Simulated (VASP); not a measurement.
# NaCl (Fm-3m) in VASP: further runs

The runs below take NaCl through single point, with PBE.

Program: VASP 6.6.1. These are calculated values, not measurements. Logs are shortened: lines on timing, memory, paths and dates and some standing lists are left out, and cuts for length are marked.

### Step 1. The cell of the first run

It takes space group Fm-3m (No. 225, cubic). Conventional cell: a = 5.694 Å, b = 5.694 Å, c = 5.694 Å, α = 90.00°, β = 90.00°, γ = 90.00°. Na (site symmetry m-3m) has 6 Cl at 2.85 Å within 3.8 Å. Cl (site symmetry m-3m) has 6 Na at 2.85 Å within 3.8 Å.

### Step 2. Single point, PBE

The input, INCAR:

```
PREC = Accurate
ENCUT = 520
EDIFF = 1E-6
ISMEAR = 0
SIGMA = 0.02
LREAL = F
LASPH = T
NELM = 80
ALGO = Normal
ISIF = 2
LWAVE = F
LCHARG = T
GGA = PE
LELF = T
LVHAR = T
NBANDS = 14
```

The input, KPOINTS:

```
Automatic mesh
0
Gamma
  8 8 8
```

The input, POSCAR:

```
NaCl
1.0
    0.0000000000      2.8470933785      2.8470933785
    2.8470933785      0.0000000000      2.8470933785
    2.8470933785      2.8470933785      0.0000000000
Na Cl
1 1
Direct
    0.0000000000      0.0000000000      0.0000000000
    0.5000000000      0.5000000000      0.5000000000
```

Potentials or basis: VASP PAW PBE potentials, release 64 (Na_pv, Cl).

The run is started by

```console
> cat potpaw_PBE.64/Na_pv/POTCAR potpaw_PBE.64/Cl/POTCAR > POTCAR
> mpirun -np 1 vasp_std > vasp.out
```

OUTCAR:

```text
PREC = Accurate
   ENCUT = 520
   EDIFF = 1E-6
   ISMEAR = 0
   LREAL = F
   LASPH = T
   NELM = 80
   ISIF = 2
   GGA = PE

 ion  position               nearest neighbor table
   1  0.000  0.000  0.000-
   2  0.500  0.500  0.500-

  LATTYP: Found a face centered cubic cell.
 ALAT       =     5.6941867570

  Lattice vectors:

 A1 = (   0.0000000000,   2.8470933785,   2.8470933785)
 A2 = (   2.8470933785,   0.0000000000,   2.8470933785)
 A3 = (   2.8470933785,   2.8470933785,   0.0000000000)

Analysis of symmetry for initial positions (statically):
=====================================================================
 Subroutine PRICEL returns:
 Original cell was already a primitive cell.

 Routine SETGRP: Setting up the symmetry group for a
 face centered cubic supercell.

 Subroutine GETGRP returns: Found 48 space group operations
 (whereof 48 operations were pure point group operations)
 out of a pool of 48 trial point group operations.

The static configuration has the point symmetry O_h .

Analysis of symmetry for dynamics (positions and initial velocities):
=====================================================================
 Subroutine PRICEL returns:
 Original cell was already a primitive cell.

 Routine SETGRP: Setting up the symmetry group for a
 face centered cubic supercell.

 Subroutine GETGRP returns: Found 48 space group operations
 (whereof 48 operations were pure point group operations)
 out of a pool of 48 trial point group operations.

The dynamic configuration has the point symmetry O_h .

 Subroutine INISYM returns: Found 48 space group operations
 (whereof 48 operations are pure point group operations),
 and found     1 'primitive' translations

----------------------------------------------------------------------------------------

                                     Primitive cell

  volume of cell :      46.1567

  direct lattice vectors                    reciprocal lattice vectors
     0.000000000  2.847093378  2.847093378    -0.175617703  0.175617703  0.175617703
     2.847093378  0.000000000  2.847093378     0.175617703 -0.175617703  0.175617703
     2.847093378  2.847093378  0.000000000     0.175617703  0.175617703 -0.175617703

  length of vectors
     4.026398069  4.026398069  4.026398069     0.304178785  0.304178785  0.304178785

  position of ions in fractional coordinates (direct lattice)
     0.000000000  0.000000000  0.000000000
     0.500000000  0.500000000  0.500000000

  ion indices of the primitive-cell ions
   primitive index   ion index
                 1           1
                 2           2

----------------------------------------------------------------------------------------

 KPOINTS: Automatic mesh

Automatic generation of k-mesh.
 Grid dimensions read from file:
 generate k-points for:    8    8    8

 Generating k-lattice:

  Cartesian coordinates                     Fractional coordinates (reciprocal lattice)
    -0.021952213  0.021952213  0.021952213     0.125000000  0.000000000  0.000000000
     0.021952213 -0.021952213  0.021952213     0.000000000  0.125000000  0.000000000
     0.021952213  0.021952213 -0.021952213     0.000000000  0.000000000  0.125000000

  Length of vectors
     0.038022348  0.038022348  0.038022348

  Shift w.r.t. Gamma in fractional coordinates (k-lattice)
     0.000000000  0.000000000  0.000000000

 Subroutine IBZKPT returns following result:
 ===========================================

 Found     29 irreducible k-points:

 Following reciprocal coordinates:
            Coordinates               Weight
  0.000000  0.000000  0.000000      1.000000
  0.125000  0.000000  0.000000      8.000000
  0.250000  0.000000  0.000000      8.000000
  0.375000  0.000000  0.000000      8.000000
  0.500000  0.000000  0.000000      4.000000
  0.125000  0.125000  0.000000      6.000000
[... 16 lines left out ...]
  0.500000  0.250000  0.125000     48.000000
 -0.375000  0.250000  0.125000     24.000000
 [... further k-points ...]
   k-points           NKPTS =     29   k-points in BZ     NKDIM =     29   number of bands    NBANDS=     14
   number of dos      NEDOS =    301   number of ions     NIONS =      2
   total plane-waves  NPLWV =  27000
   dimension x,y,z NGX =    30 NGY =   30 NGZ =   30
   dimension x,y,z NGXF=    60 NGYF=   60 NGZF=   60
   ions per type =               1   1
   NGX,Y,Z   is equivalent  to a cutoff of  12.39, 12.39, 12.39 a.u.
   NGXF,Y,Z  is equivalent  to a cutoff of  24.77, 24.77, 24.77 a.u.
 SYSTEM =  unknown system
   PREC   = accura    normal or accurate (medium, high low for compatibility)
   ISTART =      0    job   : 0-new  1-cont  2-samecut
   ICHARG =      2    charge: 1-file 2-atom 10-const
   ISPIN  =      1    spin polarized calculation?
   LNONCOLLINEAR =      F non collinear calculations
   LSORBIT =      F    spin-orbit coupling
   LASPH  =      T    aspherical Exc in radial PAW
   ENCUT  =  520.0 eV  38.22 Ry    6.18 a.u.   7.49  7.49  7.49*2*pi/ulx,y,z
   NELM   =     80;   NELMIN=  2; NELMDL= -5     # of ELM steps
   EDIFF  = 0.1E-05   stopping-criterion for ELM
   LREAL  =      F    real-space projection
   EDIFFG = 0.1E-04   stopping-criterion for IOM
   NSW    =      0    number of steps for IOM
   IBRION =     -1    ionic relax: 0-MD 1-quasi-New 2-CG
   NFREE  =      0    steps in history (QN), initial steepest desc. (CG)
   ISIF   =      2    stress and relaxation
   ISYM   =      2    0-nonsym 1-usesym 2-fastsym
   POTIM  = 0.5000    time-step for ionic-motion
   TEBEG  =    0.0;   TEEND  =   0.0 temperature during run
   PSTRESS=    0.0 pullay stress
   NELECT =      14.0000    total number of electrons
   NUPDOWN=      -1.0000    fix difference up-down
   EMIN   =  10.00;   EMAX   =-10.00  energy-range for DOS
   EFERMI =   0.00;   METHOD = LEGACY
   ISMEAR =     0;   SIGMA  =   0.02  broadening in eV -4-tet -1-fermi 0-gaus
   EFERMI_NEDOS =   21; number of points for ismear=-14 and -15
   IALGO  =     38    algorithm
   IMIX   =      4    mixing-type and parameters
     AMIX     =   0.40;   BMIX     =  1.00
     AMIX_MAG =   1.60;   BMIX_MAG =  1.00
  volume/ion in A,a.u.               =      23.08       155.74
  Fermi-wavevector in a.u.,A,eV,Ry     =   1.099949  2.078602 16.461517  1.209887
  Thomas-Fermi vector in A             =   2.236352
   LORBIT       =      0    0 simple, 1 ext, 2 COOP (PROOUT), +10 PAW based schemes
   GGA     = PE    functional components
   LHFCALC =     F    Hartree Fock is set to
   AEXX    =    0.0000 exact exchange contribution
   IVDW    =     0    specifies the selected vdW correction
   LEPSILON=     F    determine dielectric tensor
   LRPA    =     F    only Hartree local field effects (RPA)
 non-spin polarized calculation
 Gauss-broadening in eV      SIGMA  =   0.02
  energy-cutoff  :      520.00
  volume of cell :       46.16
 maximum number of plane-waves:      1259
 NGX is ok and might be reduce to    30
   NGX = 15   NGY = 15   NGZ = 15

 number of electron      13.9999992 magnetization

 Free energy of the ion-electron system (eV)
  ---------------------------------------------------
  ext. energy  EPLUGINS =         0.00000000
  ---------------------------------------------------
  free energy    TOTEN  =        -6.77788726 eV

  energy without entropy =       -6.77788726  energy(sigma->0) =       -6.77788726

 E-fermi :  -0.6951     XC(G=0):  -8.0444

 val. band max:       -0.8940385014   @ k =   0.0000   0.0000   0.0000
 cond. band min:       4.1043950523   @ k =   0.0000   0.0000   0.0000
 fundamental gap:      4.9984335537
 Fermi energy:        -0.6951262841

 k-point     1 :       0.0000    0.0000    0.0000
  band No.  band energies     occupation
      1     -21.7698      2.00000
      2     -21.7698      2.00000
      3     -21.7698      2.00000
      4     -13.4900      2.00000
      5      -0.8940      2.00000
      6      -0.8940      2.00000
      7      -0.8940      2.00000
      8       4.1044      0.00000
      9      10.1953      0.00000
     10      10.1953      0.00000
     11      10.1953      0.00000
     12      12.3192      0.00000
     13      12.3192      0.00000
     14      13.8774      0.00000

 k-point     2 :       0.1250    0.0000    0.0000
  band No.  band energies     occupation
      1     -21.7735      2.00000
      2     -21.7700      2.00000
      3     -21.7700      2.00000
      4     -13.4468      2.00000
      5      -1.2461      2.00000
      6      -0.9322      2.00000
      7      -0.9322      2.00000
      8       4.5884      0.00000
      9       9.6497      0.00000
     10      10.3796      0.00000
     11      10.3796      0.00000
     12      12.0456      0.00000
     13      12.0456      0.00000
     14      14.7488      0.00000

 k-point     3 :       0.2500    0.0000    0.0000
  band No.  band energies     occupation
      1     -21.7825      2.00000
      2     -21.7707      2.00000
      3     -21.7707      2.00000
      4     -13.3398      2.00000
      5      -1.9420      2.00000
      6      -1.0217      2.00000
      7      -1.0217      2.00000
      8       5.5612      0.00000
      9       9.0493      0.00000
     10      10.4446      0.00000
     11      10.4446      0.00000
     12      12.2528      0.00000
     13      12.2528      0.00000
     14      14.4946      0.00000
[... 324 lines left out ...]
 k-point    23 :       0.5000    0.2500    0.1250
  band No.  band energies     occupation
      1     -21.7883      2.00000
      2     -21.7765      2.00000
      3     -21.7729      2.00000
      4     -13.1863      2.00000
      5      -2.3587      2.00000
      6      -1.5437      2.00000
      7      -1.2326      2.00000
      8       7.1571      0.00000
      9       8.5702      0.00000
     10       8.9841      0.00000
     11      10.9108      0.00000
     12      12.7126      0.00000
     13      14.9810      0.00000
     14      15.4732      0.00000

 k-point    24 :      -0.3750    0.2500    0.1250
  band No.  band energies     occupation
      1     -21.7902      2.00000
      2     -21.7769      2.00000
      3     -21.7736      2.00000
      4     -13.1512      2.00000
      5      -2.4694      2.00000
      6      -1.6173      2.00000
      7      -1.2833      2.00000
      8       7.3615      0.00000
      9       8.5171      0.00000
     10       9.2548      0.00000
     11      10.7314      0.00000
     12      13.3073      0.00000
     13      14.5293      0.00000
     14      15.5806      0.00000

 [... further k-points ...]
[... 5 lines left out ...]
  --------------------------------------------------------------------------------------
  -------------------------------------------------------------------------------------
  Total       -0.0012647     -0.0012647     -0.0012647     -0.0000000     -0.0000000      0.0000000
  in kB       -0.0438998     -0.0438998     -0.0438998     -0.0000000     -0.0000000      0.0000000
  external PRESSURE =      -0.0438998 kB  Pullay stress =       0.0000000 kB

 VOLUME and BASIS-vectors are now :
 -----------------------------------------------------------------------------
  energy-cutoff  :      520.00
  volume of cell :       46.16
      direct lattice vectors                 reciprocal lattice vectors
     0.000000000  2.847093378  2.847093378    -0.175617703  0.175617703  0.175617703
     2.847093378  0.000000000  2.847093378     0.175617703 -0.175617703  0.175617703
     2.847093378  2.847093378  0.000000000     0.175617703  0.175617703 -0.175617703

 POSITION                                       TOTAL-FORCE (eV/Angst)
 -----------------------------------------------------------------------------------
      0.00000      0.00000      0.00000        -0.000000     -0.000000     -0.000000
      2.84709      2.84709      2.84709         0.000000      0.000000      0.000000
 -----------------------------------------------------------------------------------
    total drift:                               -0.000000      0.000000      0.000000

  FREE ENERGIE OF THE ION-ELECTRON SYSTEM (eV)
  ---------------------------------------------------
  free  energy   TOTEN  =        -6.7778872568 eV

  energy  without entropy=       -6.7778872568  energy(sigma->0) =       -6.77788726
```

Run time: 34 s. Hardware: 1 thread of AMD EPYC 7R13, shared host; peak memory 0.13 GiB.

Results:

```
Free energy            : -6.7779 eV
Pressure               : 0.0 GPa
Band gap on the k mesh : 5.00 eV, direct
```

Levels at points of the mesh, in eV from the valence-band top:
```csv
k point,band 5,band 6,band 7,band 8,band 9,band 10
"(0.00, 0.00, 0.00)",0.00,0.00,0.00,5.00,11.09,11.09
"(0.50, 0.00, 0.00)",-1.84,-0.25,-0.25,7.22,10.39,10.90
"(0.50, 0.50, 0.00)",-1.58,-0.57,-0.57,7.45,8.10,11.12
```

[end of part 1 of 2]
